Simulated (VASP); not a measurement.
**Pt: single point with r2SCAN**

The system is Pt.

```
Pt
1.0
     0.00000    1.97058    1.97058
     1.97058    0.00000    1.97058
     1.97058    1.97058    0.00000
Pt
1
Direct
  0.00000 0.00000 0.00000
```

```yaml
Program: VASP 6.6.1
Task: single point
Functional: r2SCAN
Potentials_or_basis: VASP PAW PBE potentials, release 64 (Pt)
Cutoff: 520 eV
k_mesh: 14 × 14 × 14
Occupations: gaussian, width 0.6 eV
Spin: no spin polarisation
Dipole_correction: no
Further_INCAR_settings: ALGO = Normal; EDIFF = 1e-06; NBANDS = 11
```

```json
{
  "Pressure": "1.9 GPa",
  "Band gap on the k mesh": "zero (band 5 reaches 11.25 eV, above the bottom of band 6 at 8.93 eV)"
}
```

Levels at points of the mesh, in eV from the Fermi level:
| k point | band 2 | band 3 | band 4 | band 5 | band 6 | band 7 | band 8 | band 9 |
| --- | --- | --- | --- | --- | --- | --- | --- | --- |
| (0.00, 0.00, 0.00) | -3.88 | -3.88 | -3.88 | -1.77 | -1.77 | 15.46 | 20.54 | 20.54 |
| (0.50, 0.00, 0.00) | -3.98 | -3.98 | -0.31 | -0.04 | -0.04 | 5.98 | 15.10 | 19.79 |
| (0.50, 0.50, 0.00) | -6.77 | -0.12 | 0.45 | 0.45 | 1.92 | 9.12 | 11.91 | 11.91 |

Wall time 2.3 min on 1 thread of AMD EPYC 9R45 (shared host), peak memory 0.13 GiB.

Caveat: the PAW data sets were made with another functional, which shifts forces and pressure a little; spin-orbit coupling is left out, which moves the levels of the heavy elements.
